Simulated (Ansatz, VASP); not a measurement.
# Two plane-wave programs on TiAl

```
CELL_PARAMETERS angstrom
3.36696 0.00000 0.00000
0.00000 3.36696 0.00000
0.00000 0.00000 3.01242
ATOMIC_POSITIONS crystal
Ti 0.00000 0.00000 0.00000
Al 0.50000 0.50000 0.50000
```

Alike in both runs: task single point; functional LDA; k mesh 16 × 16 × 16; occupations gaussian, width 0.15 eV; no spin polarisation.

|  | VASP | Ansatz |
| --- | --- | --- |
| version | VASP 6.6.1 | Ansatz 0.2.0 |
| potentials or method | VASP PAW LDA potentials, release 64 (Ti_sv, Al), cutoff 520 eV | scalar-relativistic, plane waves, PAW |
| valence electrons in the cell | 15 | 15 |

|  | VASP | Ansatz | Ansatz less VASP |
| --- | --- | --- | --- |
| gap on the k mesh at the Fermi level (eV) | none | none | - |
| pressure (GPa) | -10.8 | -10.9 | -0.14 |
| traceless stress, the component that is largest in VASP (GPa) | -1.60 | -1.59 | +0.007 |

Ansatz warns that its potentials were made for another functional, while VASP's fit it. LDA's correlation is that of Perdew and Zunger in VASP and of Perdew and Wang (1992) in Ansatz. A gap of «none» marks a metal or a gap that the smearing closes.
